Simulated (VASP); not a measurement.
Write the native input for VASP 6.6.1 that does the following.

* Task: single point
* Functional: PBE
* Potentials or basis: VASP PAW PBE potentials, release 64 (Mo_sv, S)
* Cutoff: 520 eV
* k mesh: 4 × 4 × 4
* Occupations: gaussian, width 0.1 eV
* Spin: collinear spin
* Starting moments: [1.0, 1.0, 0.0, 0.0, 0.0, 0.0, 0.0, 0.0] μB
* Dipole correction: no
* Further INCAR settings: ALGO = Normal; EDIFF = 1e-07; NBANDS = 46

The structure of MoS3 lies in POSCAR:

```
MoS3
1.0
    5.1952465106      0.0000000000      0.0000000000
    0.0000000000      5.1952465106      0.0000000000
    0.0000000000      0.0000000000      4.8886496150
Mo S
2 6
Direct
    0.0000000000      0.5000000000      0.5000000000
    0.5000000000      0.0000000000      0.5000000000
    0.8604900279      0.3604900279      0.0000000000
    0.1395099721      0.6395099721      0.0000000000
    0.3604900279      0.1395099721      0.0000000000
    0.6395099721      0.8604900279      0.0000000000
    0.5000000000      0.5000000000      0.5000000000
    0.0000000000      0.0000000000      0.5000000000
```

The cell was built from a structure type or drawn by symmetry, and may not be a known phase.

The input as run:

INCAR

```
SYSTEM = MoS3
PREC = Accurate ; ENCUT = 520
EDIFF = 1E-7 ; ISMEAR = 0
SIGMA = 0.1 ; LREAL = .False.
LASPH = .True. ; NELM = 150
ALGO = Normal ; ISIF = 2
LWAVE = .False. ; LCHARG = .True.
ISPIN = 2 ; MAGMOM = 1 1 0 0 0 0 0 0
LORBIT = 11 ; LMAXMIX = 4
GGA = PE ; LELF = .True.
LVHAR = .True. ; NBANDS = 46
```

KPOINTS

```
regular mesh
0
Gamma
  4 4 4
  0 0 0
```

Potentials or basis: VASP PAW PBE potentials, release 64 (Mo_sv, S).

Command:

```bash
$ cat potpaw_PBE.64/Mo_sv/POTCAR potpaw_PBE.64/S/POTCAR > POTCAR
$ mpirun -np 1 vasp_std > vasp.out
```

It gave:

| Property | Result |
| --- | --- |
| Pressure | -0.3 GPa |
| Largest force | 0.146 eV/Å |
| Net moment | 3.20 μB per cell |
| Site moments | Mo +1.42; S -0.01, +0.02 (each value once) μB |
| Valence electrons inside the program's atomic spheres | Mo 12.14; S 3.62, 3.67 (each value once) |

Wall time 3.3 min on 1 thread of Intel(R) Xeon(R) Platinum 8488C (Sapphire Rapids) (shared host), peak memory 0.35 GiB.
